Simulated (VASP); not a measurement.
Here is a VASP 6.6.1 calculation.

Contents of INCAR:

```
PREC = Accurate
ENCUT = 520
EDIFF = 1E-6
ISMEAR = 0
SIGMA = 0.1
LREAL = False
LASPH = True
NELM = 60
ALGO = Normal
ISIF = 2
LWAVE = False
LCHARG = True
GGA = PE
LELF = True
LVHAR = True
NBANDS = 39
```

File KPOINTS:

```
regular mesh
0
Gamma
  6 6 6
```

POSCAR

```
Sn2GeSe3
1.0
   -2.1134189100      2.1134189100      8.9664770700
    2.1134189100     -2.1134189100      8.9664770700
    2.1134189100      2.1134189100     -8.9664770700
Sn Ge Se
2 1 3
Direct
    0.8333333300      0.8333333300      0.0000000000
    0.1666666700      0.1666666700      0.0000000000
    0.5000000000      0.5000000000      0.0000000000
    0.0000000000      0.0000000000      0.0000000000
    0.6666666700      0.6666666700      0.0000000000
    0.3333333300      0.3333333300      0.0000000000
```

Potentials or basis: VASP PAW PBE potentials, release 64 (Sn_d, Ge_d, Se).

Launch:

```sh
$ cat potpaw_PBE.64/Sn_d/POTCAR potpaw_PBE.64/Ge_d/POTCAR potpaw_PBE.64/Se/POTCAR > POTCAR
$ mpirun -np 1 vasp_std > vasp.out
```

**Question.** What does it give for the band gap on the k mesh?

**Answer.** 0.15 eV.

**Question.** Predict the pressure.

**Answer.** -1.0 GPa.

**Question.** Estimate the largest force.

**Answer.** 0.362 eV/Å.

Forces on the atoms (eV/Å):
```
Sn   0.000  0.000  0.146
Sn   0.000  0.000 -0.146
Ge   0.000  0.000  0.000
Se   0.000  0.000  0.000
Se   0.000  0.000 -0.362
Se   0.000  0.000  0.362
```

Caveat: spin-orbit coupling is left out, which moves the levels of the heavy elements. A k mesh can miss the band edges.
